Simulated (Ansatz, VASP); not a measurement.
**Two plane-wave programs on B**

```
CELL_PARAMETERS angstrom
2.45895 1.41968 4.19350
-2.45895 1.41968 4.19350
0.00000 -2.83935 4.19350
ATOMIC_POSITIONS crystal
B 0.01019 0.65361 0.01019
B 0.01019 0.01019 0.65361
B 0.65361 0.01019 0.01019
B 0.98981 0.34639 0.98981
B 0.34639 0.98981 0.98981
B 0.98981 0.98981 0.34639
B 0.22118 0.63060 0.22118
B 0.22118 0.22118 0.63060
B 0.63060 0.22118 0.22118
B 0.77882 0.36940 0.77882
B 0.36940 0.77882 0.77882
B 0.77882 0.77882 0.36940
```

Alike in both runs: task electric field gradients; functional PBEsol; k mesh 3 × 3 × 3; no spin polarisation.

```csv
,VASP,Ansatz
version,VASP 6.6.1,Ansatz 0.2.0
potentials or method,"VASP PAW PBE potentials, release 64 (B)","plane-wave PAW, scalar-relativistic"
plane-wave cutoff (eV),420,420
occupations,"gaussian, width 0.01 eV",fixed
valence electrons in the cell,36,36
```

```tsv
	VASP	Ansatz	Ansatz less VASP
gap on the k mesh at the Fermi level (eV)	1.49	1.50	+0.003
rms of the force components (eV/Å)	0.109	0.122	+0.0134
size of Vzz on the site where it differs most (V/Å²)	16.7	14.5	-2.17
```

VASP's potentials were made for PBE, not for PBEsol, and Ansatz warns of the same on its side. Atom by atom the forces differ by 0.015 eV/Å (rms over components).

The k mesh is coarse, so the values compare programs but aren't converged.
